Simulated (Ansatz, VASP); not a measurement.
Ba in VASP and in Ansatz

```
Ba
1.0
     0.00000    3.14029    3.14029
     3.14029    0.00000    3.14029
     3.14029    3.14029    0.00000
Ba
1
Direct
  0.00000 0.00000 0.00000
```

Alike in both runs: task single point; functional PBE; k mesh 12 × 12 × 12; occupations gaussian, width 0.1 eV; no spin polarisation.

```csv
,VASP,Ansatz
version,VASP 6.6.1,Ansatz 0.2.0
potentials or method,"VASP PAW PBE potentials, release 64 (Ba_sv), cutoff 520 eV","scalar-relativistic, plane waves, PAW"
valence electrons in the cell,10,10
```

|  | VASP | Ansatz | Ansatz less VASP |
| --- | --- | --- | --- |
| gap on the k mesh at the Fermi level (eV) | none | none | - |
| pressure (GPa) | 0.3 | 0.3 | -0.05 |

A gap of «none» marks a metal or a gap that the smearing closes.

Spin-orbit coupling is off throughout.
